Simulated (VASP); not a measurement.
# CdF2 (Fm-3m) in VASP: a series of runs

The runs below take CdF2 through single point, with r2SCAN.

All numbers are computed with VASP 6.6.1; they aren't measurements. Logs are shortened: lines on timing, memory, paths and dates and some standing lists are left out, and cuts for length are marked.

**1. The cell of the first run**

The structure is cubic, space group Fm-3m (No. 225). The conventional cell has a = 5.365 Å, b = 5.365 Å, c = 5.365 Å, α = 90.00°, β = 90.00°, γ = 90.00°. Cd (site symmetry m-3m) has 8 F at 2.32 Å within 3.1 Å. Within 3.1 Å of F (site symmetry -43m) lie 4 Cd at 2.32 Å and 6 F at 2.68 Å.

**2. Single point, r2SCAN**

Contents of POSCAR:

```
CdF2
1.0
    0.0000000000      2.6825809931      2.6825809931
    2.6825809931      0.0000000000      2.6825809931
    2.6825809931      2.6825809931      0.0000000000
Cd F
1 2
Direct
    0.0000000000      0.0000000000      0.0000000000
    0.2500000000      0.2500000000      0.2500000000
    0.7500000000      0.7500000000      0.7500000000
```

Contents of INCAR.step1:

```
  PREC = Accurate
  ENCUT = 520
  ISMEAR = 0
  SIGMA = 0.01
  LREAL = False
  LASPH = True
  NELM = 60
  NBANDS = 20
  GGA = PE
  ALGO = Normal
  EDIFF = 1E-4
  LWAVE = True
  LCHARG = False
```

Contents of INCAR.step2:

```
  PREC = Accurate
  ENCUT = 520
  EDIFF = 1E-6
  ISMEAR = 0
  SIGMA = 0.01
  LREAL = False
  LASPH = True
  NELM = 60
  ALGO = Normal
  ISIF = 2
  LWAVE = False
  LCHARG = False
  METAGGA = R2SCAN
  LMIXTAU = True
  NBANDS = 20
  ISTART = 1
```

Contents of KPOINTS:

```
regular mesh
0
Gamma
  6 6 6
```

Potentials or basis: VASP PAW PBE potentials, release 64 (Cd, F).

Run with:

```
$ cat potpaw_PBE.64/Cd/POTCAR potpaw_PBE.64/F/POTCAR > POTCAR
$ cp INCAR.step1 INCAR
$ mpirun -np 1 vasp_std > vasp.out
$ cp INCAR.step2 INCAR
$ mpirun -np 1 vasp_std > vasp.out
```

OUTCAR:

```text
PREC = Accurate
   ENCUT = 520
   EDIFF = 1E-6
   ISMEAR = 0
   LREAL = False
   LASPH = True
   NELM = 60
   ISIF = 2
   METAGGA = R2SCAN
   ISTART = 1

 ion  position               nearest neighbor table
   1  0.000  0.000  0.000-   3 2.32   3 2.32   3 2.32   2 2.32   3 2.32   2 2.32   2 2.32   2 2.32

   2  0.250  0.250  0.250-   1 2.32   1 2.32   1 2.32   1 2.32
   3  0.750  0.750  0.750-   1 2.32   1 2.32   1 2.32   1 2.32

  LATTYP: Found a face centered cubic cell.
 ALAT       =     5.3651619862

  Lattice vectors:

 A1 = (   0.0000000000,   2.6825809931,   2.6825809931)
 A2 = (   2.6825809931,   0.0000000000,   2.6825809931)
 A3 = (   2.6825809931,   2.6825809931,   0.0000000000)

Analysis of symmetry for initial positions (statically):
=====================================================================
 Subroutine PRICEL returns:
 Original cell was already a primitive cell.

 Routine SETGRP: Setting up the symmetry group for a
 face centered cubic supercell.

 Subroutine GETGRP returns: Found 48 space group operations
 (whereof 48 operations were pure point group operations)
 out of a pool of 48 trial point group operations.

The static configuration has the point symmetry O_h .

Analysis of symmetry for dynamics (positions and initial velocities):
=====================================================================
 Subroutine PRICEL returns:
 Original cell was already a primitive cell.

 Routine SETGRP: Setting up the symmetry group for a
 face centered cubic supercell.

 Subroutine GETGRP returns: Found 48 space group operations
 (whereof 48 operations were pure point group operations)
 out of a pool of 48 trial point group operations.

The dynamic configuration has the point symmetry O_h .

 Subroutine INISYM returns: Found 48 space group operations
 (whereof 48 operations are pure point group operations),
 and found     1 'primitive' translations

----------------------------------------------------------------------------------------

                                     Primitive cell

  volume of cell :      38.6090

  direct lattice vectors                    reciprocal lattice vectors
     0.000000000  2.682580993  2.682580993    -0.186387662  0.186387662  0.186387662
     2.682580993  0.000000000  2.682580993     0.186387662 -0.186387662  0.186387662
     2.682580993  2.682580993  0.000000000     0.186387662  0.186387662 -0.186387662

  length of vectors
     3.793742423  3.793742423  3.793742423     0.322832901  0.322832901  0.322832901

  position of ions in fractional coordinates (direct lattice)
     0.000000000  0.000000000  0.000000000
     0.250000000  0.250000000  0.250000000
     0.750000000  0.750000000  0.750000000

  ion indices of the primitive-cell ions
   primitive index   ion index
                 1           1
                 2           2
                 3           3

----------------------------------------------------------------------------------------

 KPOINTS: regular mesh

Automatic generation of k-mesh.
 Grid dimensions read from file:
 generate k-points for:    6    6    6

 Generating k-lattice:

  Cartesian coordinates                     Fractional coordinates (reciprocal lattice)
    -0.031064610  0.031064610  0.031064610     0.166666667  0.000000000  0.000000000
     0.031064610 -0.031064610  0.031064610     0.000000000  0.166666667  0.000000000
     0.031064610  0.031064610 -0.031064610     0.000000000  0.000000000  0.166666667

  Length of vectors
     0.053805483  0.053805483  0.053805483

  Shift w.r.t. Gamma in fractional coordinates (k-lattice)
     0.000000000  0.000000000  0.000000000

 Subroutine IBZKPT returns following result:
 ===========================================

 Found     16 irreducible k-points:

 Following reciprocal coordinates:
            Coordinates               Weight
  0.000000  0.000000  0.000000      1.000000
  0.166667  0.000000  0.000000      8.000000
  0.333333  0.000000  0.000000      8.000000
  0.500000  0.000000  0.000000      4.000000
  0.166667  0.166667  0.000000      6.000000
  0.333333  0.166667  0.000000     24.000000
[... 8 lines left out ...]
 -0.333333  0.333333  0.166667     24.000000
 -0.333333  0.500000  0.166667     12.000000
   k-points           NKPTS =     16   k-points in BZ     NKDIM =     16   number of bands    NBANDS=     20
   number of dos      NEDOS =    301   number of ions     NIONS =      3
   total plane-waves  NPLWV =  21952
   dimension x,y,z NGX =    28 NGY =   28 NGZ =   28
   dimension x,y,z NGXF=    56 NGYF=   56 NGZF=   56
   ions per type =               1   2
   NGX,Y,Z   is equivalent  to a cutoff of  12.27, 12.27, 12.27 a.u.
   NGXF,Y,Z  is equivalent  to a cutoff of  24.54, 24.54, 24.54 a.u.
 SYSTEM =  unknown system
   PREC   = accura    normal or accurate (medium, high low for compatibility)
   ISTART =      1    job   : 0-new  1-cont  2-samecut
   ICHARG =      0    charge: 1-file 2-atom 10-const
   ISPIN  =      1    spin polarized calculation?
   LNONCOLLINEAR =      F non collinear calculations
   LSORBIT =      F    spin-orbit coupling
   LASPH  =      T    aspherical Exc in radial PAW
   ENCUT  =  520.0 eV  38.22 Ry    6.18 a.u.   7.05  7.05  7.05*2*pi/ulx,y,z
   NELM   =     60;   NELMIN=  2; NELMDL=  0     # of ELM steps
   EDIFF  = 0.1E-05   stopping-criterion for ELM
   LREAL  =      F    real-space projection
   EDIFFG = 0.1E-04   stopping-criterion for IOM
   NSW    =      0    number of steps for IOM
   IBRION =     -1    ionic relax: 0-MD 1-quasi-New 2-CG
   NFREE  =      0    steps in history (QN), initial steepest desc. (CG)
   ISIF   =      2    stress and relaxation
   ISYM   =      2    0-nonsym 1-usesym 2-fastsym
   POTIM  = 0.5000    time-step for ionic-motion
   TEBEG  =    0.0;   TEEND  =   0.0 temperature during run
   PSTRESS=    0.0 pullay stress
   NELECT =      26.0000    total number of electrons
   NUPDOWN=      -1.0000    fix difference up-down
   EMIN   =  10.00;   EMAX   =-10.00  energy-range for DOS
   EFERMI =   0.00;   METHOD = LEGACY
   ISMEAR =     0;   SIGMA  =   0.01  broadening in eV -4-tet -1-fermi 0-gaus
   EFERMI_NEDOS =   21; number of points for ismear=-14 and -15
   IALGO  =     38    algorithm
   IMIX   =      4    mixing-type and parameters
     AMIX     =   0.40;   BMIX     =  1.00
     AMIX_MAG =   1.60;   BMIX_MAG =  1.00
  volume/ion in A,a.u.               =      12.87        86.85
  Fermi-wavevector in a.u.,A,eV,Ry     =   1.434949  2.711660 28.015462  2.059078
  Thomas-Fermi vector in A             =   2.554301
   LORBIT       =      0    0 simple, 1 ext, 2 COOP (PROOUT), +10 PAW based schemes
   METAGGA = R2SCAN    functional components
   LHFCALC =     F    Hartree Fock is set to
   AEXX    =    0.0000 exact exchange contribution
   IVDW    =     0    specifies the selected vdW correction
   LEPSILON=     F    determine dielectric tensor
   LRPA    =     F    only Hartree local field effects (RPA)
 non-spin polarized calculation
 Gauss-broadening in eV      SIGMA  =   0.01
  energy-cutoff  :      520.00
  volume of cell :       38.61
 maximum number of plane-waves:      1056
   NGX = 15   NGY = 15   NGZ = 15

 number of electron      25.9999999 magnetization

 Free energy of the ion-electron system (eV)
  ---------------------------------------------------
  ext. energy  EPLUGINS =         0.00000000
  ---------------------------------------------------
  free energy    TOTEN  =       -33.71270062 eV

  energy without entropy =      -33.71270062  energy(sigma->0) =      -33.71270062

 E-fermi :  -1.6785     XC(G=0): -11.1227

 val. band max:       -1.7918625850   @ k =  -0.3333   0.5000   0.1667
 cond. band min:       2.0257429776   @ k =   0.0000   0.0000   0.0000
 fundamental gap:      3.8176055626
 Fermi energy:        -1.6785131859

 k-point     1 :       0.0000    0.0000    0.0000
  band No.  band energies     occupation
      1     -23.7829      2.00000
      2     -22.6824      2.00000
      3      -7.4422      2.00000
      4      -7.4422      2.00000
      5      -7.4422      2.00000
      6      -6.1442      2.00000
[... 12 lines left out ...]
     19      19.1890      0.00000
     20      19.1890      0.00000

 k-point     2 :       0.1667    0.0000    0.0000
  band No.  band energies     occupation
      1     -23.6978      2.00000
      2     -22.7590      2.00000
      3      -7.3368      2.00000
      4      -7.3367      2.00000
      5      -7.1392      2.00000
      6      -6.1744      2.00000
[... 12 lines left out ...]
     19      18.5383      0.00000
     20      18.5383      0.00000

 k-point     3 :       0.3333    0.0000    0.0000
  band No.  band energies     occupation
      1     -23.4819      2.00000
      2     -22.9552      2.00000
      3      -7.1479      2.00000
      4      -7.1479      2.00000
      5      -6.3993      2.00000
      6      -6.1543      2.00000
[... 12 lines left out ...]
     19      17.6637      0.00000
     20      18.4299      0.00000

 k-point     4 :       0.5000    0.0000    0.0000
  band No.  band energies     occupation
      1     -23.2488      2.00000
      2     -23.1765      2.00000
      3      -7.0802      2.00000
      4      -7.0802      2.00000
      5      -6.0731      2.00000
      6      -6.0730      2.00000
[... 12 lines left out ...]
     19      17.2841      0.00000
     20      17.8602      0.00000

 k-point     5 :       0.1667    0.1667    0.0000
  band No.  band energies     occupation
      1     -23.6732      2.00000
      2     -22.7788      2.00000
      3      -7.2814      2.00000
      4      -7.2814      2.00000
      5      -7.0619      2.00000
      6      -6.3066      2.00000
[... 12 lines left out ...]
     19      19.4693      0.00000
     20      19.4786      0.00000
[... 169 lines left out ...]
      6      -6.0295      2.00000
[... 12 lines left out ...]
     19      18.8679      0.00000
     20      20.9086      0.00000

 k-point    14 :       0.5000    0.3333    0.1667
  band No.  band energies     occupation
      1     -23.3665      2.00000
      2     -23.0415      2.00000
      3      -6.9575      2.00000
      4      -6.7999      2.00000
      5      -6.5345      2.00000
      6      -6.1581      2.00000
[... 12 lines left out ...]
     19      18.5728      0.00000
     20      20.9302      0.00000

 k-point    15 :      -0.3333    0.3333    0.1667
  band No.  band energies     occupation
      1     -23.2063      2.00000
      2     -23.1881      2.00000
      3      -6.9023      2.00000
      4      -6.6895      2.00000
      5      -6.3221      2.00000
      6      -6.2322      2.00000
[... 12 lines left out ...]
     19      18.0876      0.00000
     20      21.3358      0.00000

 k-point    16 :      -0.3333    0.5000    0.1667
  band No.  band energies     occupation
      1     -23.2581      2.00000
      2     -23.1249      2.00000
      3      -6.9801      2.00000
      4      -6.4194      2.00000
      5      -6.3570      2.00000
      6      -6.2897      2.00000
[... 12 lines left out ...]
     19      19.4726      0.00000
     20      20.1727      0.00000

------------------------ aborting loop because EDIFF is reached ----------------------------------------

  FORCE on cell =-STRESS in cart. coord.  units (eV):
  Direction    XX          YY          ZZ          XY          YZ          ZX
  --------------------------------------------------------------------------------------
  -------------------------------------------------------------------------------------
  Total        0.6224039      0.6224039      0.6224039     -0.0000000      0.0000000      0.0000000
  in kB       25.8282126     25.8282126     25.8282126     -0.0000000      0.0000000      0.0000000
  external PRESSURE =      25.8282126 kB  Pullay stress =       0.0000000 kB

 VOLUME and BASIS-vectors are now :
 -----------------------------------------------------------------------------
  energy-cutoff  :      520.00
  volume of cell :       38.61
      direct lattice vectors                 reciprocal lattice vectors
     0.000000000  2.682580993  2.682580993    -0.186387662  0.186387662  0.186387662
     2.682580993  0.000000000  2.682580993     0.186387662 -0.186387662  0.186387662
     2.682580993  2.682580993  0.000000000     0.186387662  0.186387662 -0.186387662

 POSITION                                       TOTAL-FORCE (eV/Angst)
 -----------------------------------------------------------------------------------
      0.00000      0.00000      0.00000        -0.000000     -0.000000     -0.000000
      1.34129      1.34129      1.34129        -0.000000     -0.000000      0.000000
      4.02387      4.02387      4.02387         0.000000      0.000000      0.000000
 -----------------------------------------------------------------------------------
    total drift:                                0.000000      0.000000      0.000000

  FREE ENERGIE OF THE ION-ELECTRON SYSTEM (eV)
  ---------------------------------------------------
  free  energy   TOTEN  =       -33.7127006222 eV

  energy  without entropy=      -33.7127006222  energy(sigma->0) =      -33.71270062
```

Run time: 39 s. Hardware: 1 thread of Intel Xeon Platinum 8488C (Sapphire Rapids), shared host; peak memory 0.16 GiB.

Results:

| Property | Result |
| --- | --- |
| Free energy | -33.7127 eV |
| Pressure | 2.6 GPa |
| Band gap on the k mesh | 3.82 eV, indirect (least direct gap 4.28 eV) |

Caveat: the PAW data sets were made with another functional, which shifts forces and pressure a little. r2SCAN opens gaps a little over a GGA but as a rule still falls short of measured ones.

**3. Single point, r2SCAN**

POSCAR is that of step 2.

Contents of INCAR.step1:

```
SYSTEM = CdF2
  PREC = Accurate
  ENCUT = 520
  ISMEAR = 0
  SIGMA = 0.01
  LREAL = .FALSE.
  LASPH = .TRUE.
  NELM = 80
  NBANDS = 20
  GGA = PE
  ALGO = Normal
  EDIFF = 1E-4
  LWAVE = .TRUE.
  LCHARG = .FALSE.
```

Contents of INCAR.step2:

```
SYSTEM = CdF2
  PREC = Accurate
  ENCUT = 520
  EDIFF = 1E-7
  ISMEAR = 0
  SIGMA = 0.01
  LREAL = .FALSE.
  LASPH = .TRUE.
  NELM = 80
  ALGO = Normal
  ISIF = 2
  LWAVE = .FALSE.
  LCHARG = .FALSE.
  METAGGA = R2SCAN
  LMIXTAU = .TRUE.
  NBANDS = 20
  ISTART = 1
```

Contents of KPOINTS:

```
Automatic mesh
0
G
  6 6 6
  0 0 0
```

Potentials or basis: VASP PAW PBE potentials, release 64 (Cd, F).

Run with:

```
$ cat potpaw_PBE.64/Cd/POTCAR potpaw_PBE.64/F/POTCAR > POTCAR
$ cp INCAR.step1 INCAR
$ mpirun -np 1 vasp_std > vasp.out
$ cp INCAR.step2 INCAR
$ mpirun -np 1 vasp_std > vasp.out
```

OUTCAR:

```text
SYSTEM = CdF2
   PREC = Accurate
   ENCUT = 520
   EDIFF = 1E-7
   ISMEAR = 0
   LREAL = .FALSE.
   LASPH = .TRUE.
   NELM = 80
   ISIF = 2
   METAGGA = R2SCAN
   ISTART = 1

 ion  position               nearest neighbor table
   1  0.000  0.000  0.000-   3 2.32   3 2.32   3 2.32   2 2.32   3 2.32   2 2.32   2 2.32   2 2.32

   2  0.250  0.250  0.250-   1 2.32   1 2.32   1 2.32   1 2.32
   3  0.750  0.750  0.750-   1 2.32   1 2.32   1 2.32   1 2.32

  LATTYP: Found a face centered cubic cell.
 ALAT       =     5.3651619862

  Lattice vectors:

 A1 = (   0.0000000000,   2.6825809931,   2.6825809931)
 A2 = (   2.6825809931,   0.0000000000,   2.6825809931)
 A3 = (   2.6825809931,   2.6825809931,   0.0000000000)

Analysis of symmetry for initial positions (statically):
=====================================================================
 Subroutine PRICEL returns:
 Original cell was already a primitive cell.

 Routine SETGRP: Setting up the symmetry group for a
 face centered cubic supercell.

 Subroutine GETGRP returns: Found 48 space group operations
 (whereof 48 operations were pure point group operations)
[... 154 lines left out ...]

  energy without entropy =      -33.71270132  energy(sigma->0) =      -33.71270132

 E-fermi :  -1.6791     XC(G=0): -11.1227

 val. band max:       -1.7918291691   @ k =  -0.3333   0.5000   0.1667
 cond. band min:       2.0255560313   @ k =   0.0000   0.0000   0.0000
 fundamental gap:      3.8173852005
 Fermi energy:        -1.6790556039

 k-point     1 :       0.0000    0.0000    0.0000
  band No.  band energies     occupation
      1     -23.7828      2.00000
      2     -22.6824      2.00000
      3      -7.4421      2.00000
      4      -7.4421      2.00000
      5      -7.4421      2.00000
      6      -6.1441      2.00000
[... 357 lines left out ...]
     19      19.4722      0.00000
     20      20.1724      0.00000

------------------------ aborting loop because EDIFF is reached ----------------------------------------

  FORCE on cell =-STRESS in cart. coord.  units (eV):
  Direction    XX          YY          ZZ          XY          YZ          ZX
  --------------------------------------------------------------------------------------
  -------------------------------------------------------------------------------------
  Total        0.6212198      0.6212198      0.6212198      0.0000000      0.0000000     -0.0000000
  in kB       25.7790756     25.7790756     25.7790756      0.0000000      0.0000000     -0.0000000
  external PRESSURE =      25.7790756 kB  Pullay stress =       0.0000000 kB

 VOLUME and BASIS-vectors are now :
 -----------------------------------------------------------------------------
  energy-cutoff  :      520.00
  volume of cell :       38.61
      direct lattice vectors                 reciprocal lattice vectors
     0.000000000  2.682580993  2.682580993    -0.186387662  0.186387662  0.186387662
     2.682580993  0.000000000  2.682580993     0.186387662 -0.186387662  0.186387662
     2.682580993  2.682580993  0.000000000     0.186387662  0.186387662 -0.186387662

 POSITION                                       TOTAL-FORCE (eV/Angst)
 -----------------------------------------------------------------------------------
      0.00000      0.00000      0.00000        -0.000000      0.000000      0.000000
      1.34129      1.34129      1.34129         0.000000      0.000000     -0.000000
      4.02387      4.02387      4.02387        -0.000000     -0.000000      0.000000
 -----------------------------------------------------------------------------------
    total drift:                                0.000000      0.000000      0.000000

  FREE ENERGIE OF THE ION-ELECTRON SYSTEM (eV)
  ---------------------------------------------------
  free  energy   TOTEN  =       -33.7127013158 eV

  energy  without entropy=      -33.7127013158  energy(sigma->0) =      -33.71270132
```

OUTCAR.step1:

```text
SYSTEM = CdF2
   PREC = Accurate
   ENCUT = 520
   ISMEAR = 0
   LREAL = .FALSE.
   LASPH = .TRUE.
   NELM = 80
[... 581 lines left out ...]
      0.00000      0.00000      0.00000         0.000000      0.000000      0.000000
      1.34129      1.34129      1.34129         0.000000      0.000000     -0.000000
      4.02387      4.02387      4.02387        -0.000000     -0.000000      0.000000
 -----------------------------------------------------------------------------------
    total drift:                                0.000000      0.000000      0.000000

  FREE ENERGIE OF THE ION-ELECTRON SYSTEM (eV)
  ---------------------------------------------------
  free  energy   TOTEN  =       -10.8366475048 eV

  energy  without entropy=      -10.8366475048  energy(sigma->0) =      -10.83664750
```

Run time: 43 s. Hardware: 1 thread of Intel Xeon Platinum 8488C (Sapphire Rapids), shared host; peak memory 0.16 GiB.

Results:

* Free energy: -33.7127 eV
* Pressure: 2.6 GPa
* Band gap on the k mesh: 3.82 eV, indirect (least direct gap 4.28 eV)

Levels at points of the mesh, in eV from the valence-band top:
```
           k point  band 11  band 12  band 13  band 14  band 15  band 16
(0.00, 0.00, 0.00)    -0.47    -0.47    -0.47     3.82    13.69    13.69
(0.50, 0.00, 0.00)    -1.88    -0.37    -0.37     8.11     9.76    15.73
(0.50, 0.50, 0.00)    -0.52    -0.07    -0.07     9.01    10.64    12.23
```

Caveat: the PAW data sets were made with another functional, which shifts forces and pressure a little. r2SCAN opens gaps a little over a GGA but as a rule still falls short of measured ones.
